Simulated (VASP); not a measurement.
A run of VASP 6.6.1 is set up as follows.

File POSCAR:

```
CaO
1.0
    9.5352000000      0.0000000000      0.0000000000
    0.0000000000      9.5352000000      0.0000000000
    0.0000000000      0.0000000000      9.5352000000
O Ca
32 32
Direct
    0.2500000000      0.0000000000      0.0000000000
    0.2500000000      0.0000000000      0.5000000000
    0.2500000000      0.5000000000      0.0000000000
    0.2500000000      0.5000000000      0.5000000000
    0.7500000000      0.0000000000      0.0000000000
    0.7500000000      0.0000000000      0.5000000000
    0.7500000000      0.5000000000      0.0000000000
    0.7500000000      0.5000000000      0.5000000000
    0.0000000000      0.2500000000      0.0000000000
    0.0000000000      0.2500000000      0.5000000000
    0.0000000000      0.7500000000      0.0000000000
    0.0000000000      0.7500000000      0.5000000000
    0.5000000000      0.2500000000      0.0000000000
    0.5000000000      0.2500000000      0.5000000000
    0.5000000000      0.7500000000      0.0000000000
    0.5000000000      0.7500000000      0.5000000000
    0.0000000000      0.0000000000      0.2500000000
    0.0000000000      0.0000000000      0.7500000000
    0.0000000000      0.5000000000      0.2500000000
    0.0000000000      0.5000000000      0.7500000000
    0.5000000000      0.0000000000      0.2500000000
    0.5000000000      0.0000000000      0.7500000000
    0.5000000000      0.5000000000      0.2500000000
    0.5000000000      0.5000000000      0.7500000000
    0.2500000000      0.2500000000      0.2500000000
    0.2500000000      0.2500000000      0.7500000000
    0.2500000000      0.7500000000      0.2500000000
    0.2500000000      0.7500000000      0.7500000000
    0.7500000000      0.2500000000      0.2500000000
    0.7500000000      0.2500000000      0.7500000000
    0.7500000000      0.7500000000      0.2500000000
    0.7500000000      0.7500000000      0.7500000000
    0.0000000000      0.0000000000      0.0000000000
    0.0000000000      0.0000000000      0.5000000000
    0.0000000000      0.5000000000      0.0000000000
    0.0000000000      0.5000000000      0.5000000000
    0.5000000000      0.0000000000      0.0000000000
    0.5000000000      0.0000000000      0.5000000000
    0.5000000000      0.5000000000      0.0000000000
    0.5000000000      0.5000000000      0.5000000000
    0.2500000000      0.2500000000      0.0000000000
    0.2500000000      0.2500000000      0.5000000000
    0.2500000000      0.7500000000      0.0000000000
    0.2500000000      0.7500000000      0.5000000000
    0.7500000000      0.2500000000      0.0000000000
    0.7500000000      0.2500000000      0.5000000000
    0.7500000000      0.7500000000      0.0000000000
    0.7500000000      0.7500000000      0.5000000000
    0.2500000000      0.0000000000      0.2500000000
    0.2500000000      0.0000000000      0.7500000000
    0.2500000000      0.5000000000      0.2500000000
    0.2500000000      0.5000000000      0.7500000000
    0.7500000000      0.0000000000      0.2500000000
    0.7500000000      0.0000000000      0.7500000000
    0.7500000000      0.5000000000      0.2500000000
    0.7500000000      0.5000000000      0.7500000000
    0.0000000000      0.2500000000      0.2500000000
    0.0000000000      0.2500000000      0.7500000000
    0.0000000000      0.7500000000      0.2500000000
    0.0000000000      0.7500000000      0.7500000000
    0.5000000000      0.2500000000      0.2500000000
    0.5000000000      0.2500000000      0.7500000000
    0.5000000000      0.7500000000      0.2500000000
    0.5000000000      0.7500000000      0.7500000000
```

The input INCAR.step1:

```
SYSTEM = CaO
PREC = Accurate ; ENCUT = 520
ISMEAR = -1 ; SIGMA = 0.05
LREAL = Auto ; LASPH = .TRUE.
NELM = 100 ; NBANDS = 294
GGA = PE ; ALGO = Normal
EDIFF = 1E-4 ; LWAVE = .TRUE.
LCHARG = .FALSE.
```

The input INCAR.step2:

```
SYSTEM = CaO
PREC = Accurate ; ENCUT = 520
EDIFF = 1E-6 ; ISMEAR = -1
SIGMA = 0.05 ; LREAL = Auto
LASPH = .TRUE. ; NELM = 100
ALGO = Normal ; ISIF = 2
LWAVE = .FALSE. ; LCHARG = .TRUE.
METAGGA = R2SCAN ; LMIXTAU = .TRUE.
LELF = .TRUE. ; LVHAR = .TRUE.
NBANDS = 294 ; ISTART = 1
```

File KPOINTS:

```
Automatic mesh
0
G
  1 1 1
  0 0 0
```

Potentials or basis: VASP PAW PBE potentials, release 64 (O, Ca_sv).

The run is started by

```bash
$ cat potpaw_PBE.64/O/POTCAR potpaw_PBE.64/Ca_sv/POTCAR > POTCAR
$ cp INCAR.step1 INCAR
$ mpirun -np 1 vasp_gam > vasp.out
$ cp INCAR.step2 INCAR
$ mpirun -np 1 vasp_gam > vasp.out
```

(1) What does it give for the band gap on the k mesh?

(2) Estimate the pressure.

Answers

(1) 4.12 eV.

(2) 4.4 GPa.

Caveat: the k points lie up to 0.66 Å⁻¹ apart; the PAW data sets were made with another functional, which shifts forces and pressure a little; an odd mesh through Γ misses points on the zone boundary, where band edges can lie.
